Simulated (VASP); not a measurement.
# TiO2 (C2/c) in VASP: relaxation of cell and atoms with PBEsol

Aim: the relaxation of cell and atoms of TiO2 with PBEsol.

Everything below comes from runs of VASP 6.6.1. Logs are shortened: lines on timing, memory, paths and dates and some standing lists are left out, and cuts for length are marked.

**1. The cell of the first run**

The structure is monoclinic, space group C2/c (No. 15). Conventional cell: a = 5.412 Å, b = 5.413 Å, c = 5.472 Å, α = 90.00°, β = 118.77°, γ = 90.00°. Ti (site symmetry 2) has 6 O at 1.93 to 2.00 Å within 2.6 Å. Within 2.6 Å of O (site symmetry 1) lie 3 Ti at 1.93 to 2.00 Å and 2 O at 2.50 Å.

**2. Relaxation of cell and atoms, PBEsol**

The input, INCAR:

```
SYSTEM = TiO2
PREC     = Accurate       ! precision mode
ENCUT    = 600            ! plane-wave cutoff, eV
EDIFF    = 1E-7           ! SCF threshold, eV
ISMEAR   = 0              ! smearing method
SIGMA    = 0.02           ! smearing width, eV
LREAL    = .FALSE.        ! projectors in reciprocal space
LASPH    = .TRUE.         ! aspherical terms in the spheres
NELM     = 120            ! most SCF steps
ALGO     = Normal         ! electronic algorithm
ISIF     = 3              ! what is computed and relaxed
LWAVE    = .FALSE.        ! write WAVECAR
LCHARG   = .FALSE.        ! write CHGCAR
GGA      = PS             ! functional
IBRION   = 2              ! ionic algorithm
NSW      = 80             ! ionic steps
EDIFFG   = -0.01          ! ionic threshold
GGA_COMPAT= .FALSE.      
NELMIN   = 4
```

The input, KPOINTS:

```
Automatic mesh
0
G
  8 8 6
  0 0 0
```

The input, POSCAR:

```
TiO2
1.0
    2.7060340000     -2.7066550000      0.0000000000
    2.7060340000      2.7066550000      0.0000000000
   -2.6335310000      0.0000000000      4.7966370000
Ti O
2 4
Direct
    0.1341100000      0.8658900000      0.2500000000
    0.8658900000      0.1341100000      0.7500000000
    0.3312210000      0.0887550000      0.6671490000
    0.6687790000      0.9112450000      0.3328510000
    0.9112450000      0.6687790000      0.8328510000
    0.0887550000      0.3312210000      0.1671490000
```

Potentials or basis: VASP PAW PBE potentials, release 64 (Ti_sv, O).

Run with:

```console
> cat potpaw_PBE.64/Ti_sv/POTCAR potpaw_PBE.64/O/POTCAR > POTCAR
> mpirun -np 1 vasp_std > vasp.out
```

OUTCAR:

```text
SYSTEM = TiO2
   PREC = Accurate
   ENCUT = 600
   EDIFF = 1E-7
   ISMEAR = 0
   LREAL = .FALSE.
   LASPH = .TRUE.
   NELM = 120
   ISIF = 3
   GGA = PS
   IBRION = 2
   NSW = 80
   EDIFFG = -0.01
   NELMIN = 4

 ion  position               nearest neighbor table
   1  0.134  0.866  0.250-   4 1.93   6 1.93   6 1.98   4 1.98   3 2.00   5 2.00
   2  0.866  0.134  0.750-   5 1.93   3 1.93   5 1.98   3 1.98   6 2.00   4 2.00
   3  0.331  0.089  0.667-   2 1.93   2 1.98   1 2.00
   4  0.669  0.911  0.333-   1 1.93   1 1.98   2 2.00
   5  0.911  0.669  0.833-   2 1.93   2 1.98   1 2.00
   6  0.089  0.331  0.167-   1 1.93   1 1.98   2 2.00

  LATTYP: Found a base centered monoclinic cell.
 ALAT       =     5.4120680000
 B/A-ratio  =     1.0002294871
 C/A-ratio  =     1.0110809974
 COS(beta)  =    -0.4812705001

  Lattice vectors:

 A1 = (   2.7060340000,  -2.7066550000,   0.0000000000)
 A2 = (   2.7060340000,   2.7066550000,   0.0000000000)
 A3 = (  -2.6335310000,   0.0000000000,   4.7966370000)

Analysis of symmetry for initial positions (statically):
=====================================================================
 Subroutine PRICEL returns:
 Original cell was already a primitive cell.

 Routine SETGRP: Setting up the symmetry group for a
 base centered monoclinic supercell.

 Subroutine GETGRP returns: Found  4 space group operations
 (whereof  2 operations were pure point group operations)
 out of a pool of  4 trial point group operations.

The static configuration has the point symmetry S_2 .
 The point group associated with its full space group is C_2h.

Analysis of symmetry for dynamics (positions and initial velocities):
=====================================================================
 Subroutine PRICEL returns:
 Original cell was already a primitive cell.

 Routine SETGRP: Setting up the symmetry group for a
 base centered monoclinic supercell.

 Subroutine GETGRP returns: Found  4 space group operations
 (whereof  2 operations were pure point group operations)
 out of a pool of  4 trial point group operations.

The dynamic configuration has the point symmetry S_2 .
 The point group associated with its full space group is C_2h.

 Subroutine INISYM returns: Found  4 space group operations
 (whereof  2 operations are pure point group operations),
 and found     1 'primitive' translations

----------------------------------------------------------------------------------------

                                     Primitive cell

  volume of cell :      70.2640

  direct lattice vectors                    reciprocal lattice vectors
     2.706034000 -2.706655000  0.000000000     0.184772253 -0.184729860  0.101446796
     2.706034000  2.706655000  0.000000000     0.184772253  0.184729860  0.101446796
    -2.633531000  0.000000000  4.796637000     0.000000000  0.000000000  0.208479399

  length of vectors
     3.827349122  3.827349122  5.472039111     0.280280858  0.280280858  0.208479399

  position of ions in fractional coordinates (direct lattice)
     0.134110000  0.865890000  0.250000000
     0.865890000  0.134110000  0.750000000
     0.331221000  0.088755000  0.667149000
     0.668779000  0.911245000  0.332851000
     0.911245000  0.668779000  0.832851000
     0.088755000  0.331221000  0.167149000

  ion indices of the primitive-cell ions
   primitive index   ion index
                 1           1
                 2           2
                 3           3
                 4           4
                 5           5
                 6           6

----------------------------------------------------------------------------------------

 KPOINTS: Automatic mesh

Automatic generation of k-mesh.
 Grid dimensions read from file:
 generate k-points for:    8    8    6

 Generating k-lattice:

  Cartesian coordinates                     Fractional coordinates (reciprocal lattice)
     0.023096532 -0.023091233  0.012680850     0.125000000  0.000000000  0.000000000
     0.023096532  0.023091233  0.012680850     0.000000000  0.125000000  0.000000000
     0.000000000  0.000000000  0.034746567     0.000000000  0.000000000  0.166666667

  Length of vectors
     0.035035107  0.035035107  0.034746567

  Shift w.r.t. Gamma in fractional coordinates (k-lattice)
     0.000000000  0.000000000  0.000000000

 Subroutine IBZKPT returns following result:
 ===========================================

 Found    114 irreducible k-points:

 Following reciprocal coordinates:
            Coordinates               Weight
  0.000000  0.000000  0.000000      1.000000
  0.125000  0.000000  0.000000      4.000000
  0.250000  0.000000  0.000000      4.000000
  0.375000  0.000000  0.000000      4.000000
  0.500000  0.000000  0.000000      2.000000
  0.125000  0.125000  0.000000      2.000000
[... 16 lines left out ...]
  0.125000  0.000000  0.166667      4.000000
  0.250000  0.000000  0.166667      4.000000
 [... further k-points ...]
   k-points           NKPTS =    114   k-points in BZ     NKDIM =    114   number of bands    NBANDS=     28
   number of dos      NEDOS =    301   number of ions     NIONS =      6
   total plane-waves  NPLWV =  49152
   dimension x,y,z NGX =    32 NGY =   32 NGZ =   48
   dimension x,y,z NGXF=    64 NGYF=   64 NGZF=   96
   ions per type =               2   4
   NGX,Y,Z   is equivalent  to a cutoff of  13.90, 13.90, 14.58 a.u.
   NGXF,Y,Z  is equivalent  to a cutoff of  27.80, 27.80, 29.17 a.u.
 SYSTEM =  TiO2
   PREC   = accura    normal or accurate (medium, high low for compatibility)
   ISTART =      0    job   : 0-new  1-cont  2-samecut
   ICHARG =      2    charge: 1-file 2-atom 10-const
   ISPIN  =      1    spin polarized calculation?
   LNONCOLLINEAR =      F non collinear calculations
   LSORBIT =      F    spin-orbit coupling
   LASPH  =      T    aspherical Exc in radial PAW
   ENCUT  =  600.0 eV  44.10 Ry    6.64 a.u.   7.64  7.64 10.93*2*pi/ulx,y,z
   NELM   =    120;   NELMIN=  4; NELMDL= -5     # of ELM steps
   EDIFF  = 0.1E-06   stopping-criterion for ELM
   LREAL  =      F    real-space projection
   EDIFFG = -.1E-01   stopping-criterion for IOM
   NSW    =     80    number of steps for IOM
   IBRION =      2    ionic relax: 0-MD 1-quasi-New 2-CG
   NFREE  =      1    steps in history (QN), initial steepest desc. (CG)
   ISIF   =      3    stress and relaxation
   ISYM   =      2    0-nonsym 1-usesym 2-fastsym
   POTIM  = 0.5000    time-step for ionic-motion
   TEBEG  =    0.0;   TEEND  =   0.0 temperature during run
   PSTRESS=    0.0 pullay stress
   NELECT =      48.0000    total number of electrons
   NUPDOWN=      -1.0000    fix difference up-down
   EMIN   =  10.00;   EMAX   =-10.00  energy-range for DOS
   EFERMI =   0.00;   METHOD = LEGACY
   ISMEAR =     0;   SIGMA  =   0.02  broadening in eV -4-tet -1-fermi 0-gaus
   EFERMI_NEDOS =   21; number of points for ismear=-14 and -15
   IALGO  =     38    algorithm
   IMIX   =      4    mixing-type and parameters
     AMIX     =   0.40;   BMIX     =  1.00
     AMIX_MAG =   1.60;   BMIX_MAG =  1.00
  volume/ion in A,a.u.               =      11.71        79.03
  Fermi-wavevector in a.u.,A,eV,Ry     =   1.441820  2.724644 28.284385  2.078844
  Thomas-Fermi vector in A             =   2.560409
   LORBIT       =      0    0 simple, 1 ext, 2 COOP (PROOUT), +10 PAW based schemes
   GGA     = PS    functional components
   LHFCALC =     F    Hartree Fock is set to
   AEXX    =    0.0000 exact exchange contribution
   IVDW    =     0    specifies the selected vdW correction
   LEPSILON=     F    determine dielectric tensor
   LRPA    =     F    only Hartree local field effects (RPA)
 conjugate gradient relaxation of ions
 non-spin polarized calculation
 Gauss-broadening in eV      SIGMA  =   0.02
  energy-cutoff  :      600.00
  volume of cell :       70.26
 maximum number of plane-waves:      2363
   NGX = 15   NGY = 15   NGZ = 21

--------------------------------------- Ionic step        1  -------------------------------------------

 number of electron      48.0000002 magnetization

 Free energy of the ion-electron system (eV)
  ---------------------------------------------------
  ext. energy  EPLUGINS =         0.00000000
  ---------------------------------------------------
  free energy    TOTEN  =       -56.17028131 eV

  energy without entropy =      -56.17028131  energy(sigma->0) =      -56.17028131

------------------------ aborting loop because EDIFF is reached ----------------------------------------

  FORCE on cell =-STRESS in cart. coord.  units (eV):
  Direction    XX          YY          ZZ          XY          YZ          ZX
  --------------------------------------------------------------------------------------
  -------------------------------------------------------------------------------------
  Total       -3.1592906     -3.1741127     -3.0341944      0.0000000      0.0000000     -0.1502375
  in kB      -72.0389150    -72.3768919    -69.1864403      0.0000000      0.0000000     -3.4257531
  external PRESSURE =     -71.2007491 kB  Pullay stress =       0.0000000 kB
[... 101 lines left out ...]
  FREE ENERGIE OF THE ION-ELECTRON SYSTEM (eV)
  ---------------------------------------------------
  free  energy   TOTEN  =       -56.2255149672 eV

  energy  without entropy=      -56.2255149672  energy(sigma->0) =      -56.22551497

[... ionic steps 4 to 16 ...]

--------------------------------------- Ionic step       17  -------------------------------------------

 number of electron      47.9999997 magnetization

------------------------ aborting loop because EDIFF is reached ----------------------------------------

  FORCE on cell =-STRESS in cart. coord.  units (eV):
  Direction    XX          YY          ZZ          XY          YZ          ZX
  --------------------------------------------------------------------------------------
  -------------------------------------------------------------------------------------
  Total       -0.0844146     -0.0958318     -0.0883129      0.0000000      0.0000000      0.0290227
  in kB       -1.9865202     -2.2551997     -2.0782599      0.0000000      0.0000000      0.6829892
  external PRESSURE =      -2.1066599 kB  Pullay stress =       0.0000000 kB
[... 65 lines left out ...]
  energy  without entropy=      -56.2320182292  energy(sigma->0) =      -56.23201823

--------------------------------------- Ionic step       19  -------------------------------------------

 number of electron      47.9999998 magnetization

 Free energy of the ion-electron system (eV)
  ---------------------------------------------------
  ext. energy  EPLUGINS =         0.00000000
  ---------------------------------------------------
  free energy    TOTEN  =       -56.23210652 eV

  energy without entropy =      -56.23210652  energy(sigma->0) =      -56.23210652

 E-fermi :   3.5213     XC(G=0): -11.0251

 val. band max:        3.2600246220   @ k =  -0.3750   0.3750   0.0000
 cond. band min:       5.3813802017   @ k =   0.0000   0.0000   0.0000
 fundamental gap:      2.1213555798
 Fermi energy:         3.5213206742

 k-point     1 :       0.0000    0.0000    0.0000
  band No.  band energies     occupation
      1     -52.8174      2.00000
      2     -52.7556      2.00000
      3     -29.4069      2.00000
      4     -29.1600      2.00000
      5     -29.1600      2.00000
      6     -29.0875      2.00000
[... 733 lines left out ...]
     27       6.6656      0.00000
     28       6.8326      0.00000

 [... further k-points ...]

------------------------ aborting loop because EDIFF is reached ----------------------------------------

  FORCE on cell =-STRESS in cart. coord.  units (eV):
  Direction    XX          YY          ZZ          XY          YZ          ZX
  --------------------------------------------------------------------------------------
  -------------------------------------------------------------------------------------
  Total        0.0033439     -0.0089947      0.0122449      0.0000000      0.0000000      0.0004593
  in kB        0.0787815     -0.2119127      0.2884878      0.0000000      0.0000000      0.0108220
  external PRESSURE =       0.0517855 kB  Pullay stress =       0.0000000 kB
[... 21 lines left out ...]
  FREE ENERGIE OF THE ION-ELECTRON SYSTEM (eV)
  ---------------------------------------------------
  free  energy   TOTEN  =       -56.2321065207 eV

  energy  without entropy=      -56.2321065207  energy(sigma->0) =      -56.23210652

 reached required accuracy - stopping structural energy minimisation
```

It took 39 min on 1 thread of AMD EPYC 9R14 (Zen 4), shared host; peak memory 0.35 GiB.

What came out:

```yaml
Free_energy: -56.2321 eV
Relaxed_volume: 11.33 Å³/atom
Relaxed_cell: a = 3.772 Å, b = 3.772 Å, c = 5.471 Å, α = 110.12°, β = 110.12°, γ = 90.01°
Space_group_after_relaxing_to_0.1_Å: I4_1/amd (No. 141)
Energy_gained_by_relaxing: 10.3 meV/atom
Ionic_steps: 19
Pressure_after_relaxing: 0.0 GPa
Largest_force_after_relaxing: 0.009 eV/Å
Band_gap_on_the_k_mesh: 2.12 eV (least direct gap 2.43 eV)
```

Forces on the atoms (eV/Å):
```
Ti   0.000 -0.004  0.000
Ti   0.000  0.004  0.000
O   -0.002 -0.007  0.004
O    0.002  0.007 -0.004
O    0.002 -0.007 -0.004
O   -0.002  0.007  0.004
```

The path:
| step | energy change (eV) | largest force (eV/Å) | pressure (GPa) | volume (Å³) |
| --- | --- | --- | --- | --- |
| 1 | 0.0000 | 0.2159 | -7.12 | 70.26 |
| 2 | 0.0404 | 0.4219 | 10.68 | 65.10 |
| 3 | -0.0552 | 0.0994 | -0.10 | 67.97 |
| 4 | -0.0552 | 0.1002 | 0.05 | 67.92 |
| 5 | -0.0570 | 0.0898 | 0.14 | 67.85 |
| 6 | -0.0571 | 0.0860 | 0.16 | 67.83 |
| 7 | -0.0583 | 0.0637 | 0.00 | 67.90 |
| 8 | -0.0596 | 0.0495 | -0.32 | 68.05 |
| 9 | -0.0597 | 0.0539 | -0.47 | 68.12 |
| 10 | -0.0605 | 0.0376 | 0.01 | 67.99 |
| 11 | -0.0606 | 0.0377 | 0.26 | 67.93 |
| 12 | -0.0611 | 0.0189 | 0.14 | 67.98 |
| 13 | -0.0613 | 0.0223 | -0.05 | 68.04 |
| 14 | -0.0614 | 0.0171 | 0.00 | 68.02 |
| 15 | -0.0615 | 0.0190 | 0.04 | 68.02 |
| 16 | -0.0615 | 0.0172 | -0.02 | 68.03 |
| 17 | -0.0617 | 0.0148 | -0.21 | 68.08 |
| 18 | -0.0617 | 0.0128 | -0.16 | 68.06 |
| 19 | -0.0618 | 0.0088 | 0.01 | 68.00 |

Final structure:
```
Ti O
1.0
     2.66686   -2.66753   -0.01852
     2.66686    2.66753   -0.01852
    -2.62854    0.00000    4.79796
Ti O
2 4
Direct
  0.12502 0.87498 0.25000
  0.87498 0.12502 0.75000
  0.33224 0.08389 0.66506
  0.66776 0.91611 0.33494
  0.91611 0.66776 0.83494
  0.08389 0.33224 0.16506
```

Levels at points of the mesh, in eV from the valence-band top:
| k point | band 22 | band 23 | band 24 | band 25 | band 26 | band 27 |
| --- | --- | --- | --- | --- | --- | --- |
| (0.00, 0.00, 0.00) | -0.74 | -0.44 | -0.43 | 2.12 | 2.87 | 4.06 |
| (0.50, 0.00, 0.00) | -0.93 | -0.80 | -0.62 | 3.27 | 3.60 | 3.62 |
| (0.50, 0.50, 0.00) | -2.04 | -0.01 | -0.01 | 3.35 | 3.36 | 3.85 |
| (0.00, 0.00, 0.50) | -1.24 | -0.08 | -0.08 | 2.48 | 2.48 | 3.82 |
| (0.50, 0.00, 0.50) | -0.93 | -0.81 | -0.61 | 3.28 | 3.59 | 3.60 |
| (0.50, 0.50, 0.50) | -2.06 | -0.01 | -0.01 | 3.36 | 3.36 | 3.85 |

Caveat: the PAW data sets were made with another functional, which shifts forces and pressure a little.
